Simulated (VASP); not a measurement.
Here is a VASP 6.6.1 calculation.

The input INCAR:

```
ALGO = Normal
EDIFF = 1E-7
ENCUT = 520
GGA = PS
ISIF = 2
ISMEAR = -1
LASPH = T
LCHARG = F
LREAL = Auto
LWAVE = F
NBANDS = 406
NELM = 60
PREC = Accurate
SIGMA = 0.05
```

The input KPOINTS:

```
k-points
0
Gamma
  1 1 1
```

File POSCAR:

```
HfO2
1.0
    9.9881930000      0.0000000000     -0.0275590000
    0.0000000000     10.1459920000      0.0000000000
   -1.7306510000      0.0000000000     10.3982750000
Hf O
32 64
Direct
    0.1251030000      0.0219850000      0.1020520000
    0.1360190000      0.0276300000      0.5978520000
    0.1324630000      0.5246970000      0.0908110000
    0.1235550000      0.5210990000      0.5914620000
    0.6412410000      0.0163270000      0.0971730000
    0.6268700000      0.0178140000      0.6078630000
    0.6289310000      0.5330470000      0.1019180000
    0.6430740000      0.5185750000      0.6197050000
    0.3730640000      0.2744470000      0.1524310000
    0.3500220000      0.2737930000      0.6437240000
    0.3625140000      0.7774120000      0.1434980000
    0.3647340000      0.7726140000      0.6503940000
    0.8607080000      0.2606560000      0.1499890000
    0.8554740000      0.2852870000      0.6301480000
    0.8666310000      0.7752050000      0.1472840000
    0.8599880000      0.7793140000      0.6391040000
    0.3631850000      0.4786570000      0.3865930000
    0.3632240000      0.4882940000      0.8912660000
    0.3590590000      0.9790170000      0.3904240000
    0.3602850000      0.9863980000      0.8981250000
    0.8570720000      0.4690450000      0.4159150000
    0.8486280000      0.4710360000      0.8881960000
    0.8541090000      0.9902060000      0.3901120000
    0.8720790000      0.9858110000      0.9001620000
    0.1415970000      0.2387200000      0.3501850000
    0.1471420000      0.2181690000      0.8537340000
    0.1309960000      0.7262190000      0.3620400000
    0.1571440000      0.7287390000      0.8468790000
    0.6387080000      0.2169070000      0.3424540000
    0.6314040000      0.2282370000      0.8505220000
    0.6372960000      0.7250790000      0.3615200000
    0.6260430000      0.7427690000      0.8491470000
    0.0273830000      0.1731240000      0.1663940000
    0.0373220000      0.1706250000      0.6664480000
    0.0394630000      0.6626020000      0.1698740000
    0.0324960000      0.6737770000      0.6595530000
    0.5209320000      0.1555980000      0.1603940000
    0.5296730000      0.1703560000      0.6827520000
    0.5385020000      0.6563450000      0.1753710000
    0.5347490000      0.6633620000      0.6650180000
    0.4635460000      0.4251890000      0.0848880000
    0.4784540000      0.4220490000      0.5804640000
    0.4627520000      0.9203420000      0.0688610000
    0.4730810000      0.9203230000      0.5725970000
    0.9584670000      0.4115570000      0.0747750000
    0.9697620000      0.4149280000      0.5946580000
    0.9561180000      0.9165390000      0.0800440000
    0.9686480000      0.9138160000      0.5818120000
    0.4506940000      0.3382220000      0.3230490000
    0.4657460000      0.3299840000      0.8317320000
    0.4639800000      0.8403820000      0.3184320000
    0.4662480000      0.8391180000      0.8292880000
    0.9675720000      0.3301850000      0.3380520000
    0.9705740000      0.3382890000      0.8249980000
    0.9620400000      0.8262310000      0.3326790000
    0.9579200000      0.8328150000      0.8335470000
    0.0454740000      0.0702140000      0.4199100000
    0.0421240000      0.0714980000      0.9295710000
    0.0404870000      0.5696480000      0.4400320000
    0.0466130000      0.5761830000      0.9280230000
    0.5406900000      0.0654420000      0.4124820000
    0.5394210000      0.0800190000      0.9061560000
    0.5292920000      0.5764920000      0.4265130000
    0.5306140000      0.5793580000      0.9272720000
    0.2284770000      0.3791340000      0.2467220000
    0.2180570000      0.3917070000      0.7226660000
    0.2194270000      0.8837900000      0.2358760000
    0.2281050000      0.8741870000      0.7466540000
    0.7149540000      0.3944450000      0.2237550000
    0.7239480000      0.3848720000      0.7391210000
    0.7306560000      0.8724280000      0.2459610000
    0.7332720000      0.8696510000      0.7294370000
    0.2791950000      0.1280250000      0.0266030000
    0.2882530000      0.1148450000      0.5065230000
    0.2757610000      0.6178400000      0.0020330000
    0.2872020000      0.6382020000      0.5075110000
    0.7737880000      0.1418070000      0.0129850000
    0.7857270000      0.1297950000      0.5158930000
    0.7733890000      0.6290050000      0.0121180000
    0.7814490000      0.6216370000      0.5190540000
    0.2938020000      0.1248930000      0.2495170000
    0.2711210000      0.1151480000      0.7539480000
    0.2865120000      0.6212810000      0.2506080000
    0.2681800000      0.6192610000      0.7619270000
    0.7756550000      0.1175360000      0.2516560000
    0.7753250000      0.1302260000      0.7619800000
    0.7776210000      0.6202420000      0.2532310000
    0.7643030000      0.6388550000      0.7614790000
    0.2293280000      0.3828400000      0.4963150000
    0.2205170000      0.3689520000      0.9919180000
    0.2308190000      0.8636210000      0.5066140000
    0.2330530000      0.8718260000      0.0004090000
    0.7068340000      0.3883160000      0.4828760000
    0.7310290000      0.3646370000      0.9863710000
    0.7178040000      0.8567360000      0.4899110000
    0.7240760000      0.8901970000      0.9840460000
```

Potentials or basis: VASP PAW PBE potentials, release 64 (Hf_pv, O).

Command:

```console
$ cat potpaw_PBE.64/Hf_pv/POTCAR potpaw_PBE.64/O/POTCAR > POTCAR
$ mpirun -np 1 vasp_gam > vasp.out
```

**Question.** Estimate the band gap on the k mesh.

**Answer.** 2.89 eV.

**Question.** What does it give for the largest force?

**Answer.** 11.128 eV/Å.

Stress tensor (GPa, compression positive):
```
18.66 -0.37  1.82
-0.37 16.25 -0.08
 1.82 -0.08 11.05
```

Caveat: the k points lie up to 0.64 Å⁻¹ apart; the PAW data sets were made with another functional, which shifts forces and pressure a little; spin-orbit coupling is left out, which moves the levels of the heavy elements. Expect the measured gap to be larger: semilocal functionals such as PBEsol lack the derivative discontinuity.
